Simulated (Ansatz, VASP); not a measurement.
Be2Si in VASP and in Ansatz

INCAR

```
PREC = Accurate
ENCUT = 520
EDIFF = 1E-6
ISMEAR = -1
SIGMA = 0.05
LREAL = F
LASPH = T
NELM = 60
ALGO = Normal
ISIF = 2
LWAVE = F
LCHARG = F
GGA = PE
NBANDS = 11
```

The input KPOINTS:

```
regular mesh
0
Gamma
  9 9 9
```

File POSCAR:

```
Be2Si
1.0
    0.0000000000      2.5861073270      2.5861073270
    2.5861073270      0.0000000000      2.5861073270
    2.5861073270      2.5861073270      0.0000000000
Si Be
1 2
Direct
    0.0000000000      0.0000000000      0.0000000000
    0.2500000000      0.2500000000      0.2500000000
    0.7500000000      0.7500000000      0.7500000000
```

The input input.yaml:

```yaml
crystal:
  lattice:
    - [0.0, 2.586107327, 2.586107327]
    - [2.586107327, 0.0, 2.586107327]
    - [2.586107327, 2.586107327, 0.0]
  atoms:
    - { symbol: Si, position: [0.0, 0.0, 0.0] }
    - { symbol: Be, position: [0.25, 0.25, 0.25] }
    - { symbol: Be, position: [0.75, 0.75, 0.75] }
hamiltonian:
  xc: pbe
  pseudopotentials: { kind: paw }
kpoints:
  mp_grid: { grid: [9, 9, 9] }
scf:
  occupations: { method: fermi_dirac, width: 0.05 }
output:
  forces: true
  stress: true
  eigenvalues: true
```

Alike in both runs: task single point; functional PBE; k mesh 9 × 9 × 9; occupations fermi-dirac, width 0.05 eV; no spin polarisation.

|  | VASP | Ansatz |
| --- | --- | --- |
| version | VASP 6.6.1 | Ansatz 0.2.0 |
| potentials or method | VASP PAW PBE potentials, release 64 (Si, Be) | Ansatz PAW |
| plane-wave cutoff (eV) | 520 | 420 |
| valence electrons in the cell | 8 | 8 |

```csv
,VASP,Ansatz,Ansatz less VASP
gap on the k mesh at the Fermi level (eV),none,none,-
pressure (GPa),7.1,7.1,-0.08
```

A gap of «none» marks a metal or a gap that the smearing closes.
